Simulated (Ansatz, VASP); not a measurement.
## One calculation of InWS4, two programs

```xyz
6
Lattice="4.3580 0.0000 0.0000 -2.1790 3.7742 0.0000 0.0000 0.0000 8.0518" Properties=species:S:1:pos:R:3 pbc="T T T"
In    0.0000    0.0000    3.3982
W     0.0000    0.0000    6.1290
S     0.0000    2.5161    6.1638
S     2.1790    1.2581    6.1638
S     0.0000    2.5161    2.0374
S     2.1790    1.2581    2.0374
```

Alike in both runs: task relaxation of cell and atoms; functional PBE; k mesh 6 × 6 × 2; occupations gaussian, width 0.1 eV; no spin polarisation.

|  | VASP | Ansatz |
| --- | --- | --- |
| version | VASP 6.6.1 | Ansatz 0.2.0 |
| potentials or method | VASP PAW PBE potentials, release 64 (In_d, W_sv, S), cutoff 600 eV | scalar-relativistic, plane waves, PAW |
| valence electrons in the cell | 51 | 51 |

```tsv
	VASP	Ansatz	Ansatz less VASP
gap on the k mesh at the Fermi level, each at its own relaxed structure (eV)	none	none	-
relaxed volume (Å³/atom)	22.21	22.30	+0.091
relaxed cell length with the largest relative difference (Å)	7.980	8.017	+0.0371
```

A gap of «none» marks a metal or a gap that the smearing closes.

The k mesh is coarse, so the values compare programs but aren't converged. Neither program's run includes spin-orbit coupling.
